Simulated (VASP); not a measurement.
Runs of VASP 6.6.1 on Al. The structure is that of space group Fm-3m (No. 225), or close to it. The cells are those of the table. 

```tsv
cell	gap on the mesh (eV)	pressure (GPa)
a = 2.841, b = 2.841, c = 2.819 Å, angles 60.3, 60.3, 59.5°, 1 atom	none	(b)
a = 2.842, b = 2.842, c = 2.776 Å, angles 60.8, 60.8, 58.5°, 1 atom	none	(a)
a = 2.776 Å, angles 60.0°, 1 atom	none	8.0
a = 2.905 Å, angles 60.0°, 1 atom	none	-3.4
a = 2.819 Å, angles 60.0°, 1 atom	none	3.3
```

Alike in all rows: task single point; level PBE; potentials or basis VASP PAW PBE potentials, release 64 (Al); no spin polarisation; k mesh 20 × 20 × 20; cutoff (eV) 520; smearing gaussian 0.15 eV.

Question: Estimate the missing entries.

Answer: (a) 3.5; (b) 2.0.

Caveats: the cell stands under pressure (at least some runs); the cell stands under tension (at least some runs).

A gap of «none» marks levels without a gap at the run's occupations.
